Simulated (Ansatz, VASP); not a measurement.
# One calculation of Sn, two programs

```
CELL_PARAMETERS angstrom
5.42955 0.00000 0.00000
-2.71478 4.70213 0.00000
0.00000 0.00000 3.26902
ATOMIC_POSITIONS crystal
Sn 0.00000 0.00000 0.00000
Sn 0.33333 0.66667 0.50000
Sn 0.66667 0.33333 0.50000
```

Alike in both runs: functional PBE; k mesh 12 × 12 × 14; occupations gaussian, width 0.1 eV; no spin polarisation.

Ansatz relaxed the structure, and its values are those at the end. VASP's run is a single point on that final structure, the one shown.

```csv
,VASP,Ansatz
version,VASP 6.6.1,Ansatz 0.2.0
potentials or method,"VASP PAW PBE potentials, release 64 (Sn_d), cutoff 500 eV","scalar-relativistic, plane waves, PAW"
valence electrons in the cell,42,42
```

|  | VASP | Ansatz | Ansatz less VASP |
| --- | --- | --- | --- |
| gap on the k mesh at the Fermi level (eV) | none | none | - |
| pressure (GPa) | 0.0 | 0.0 | +0.05 |

A gap of «none» marks a metal or a gap that the smearing closes.
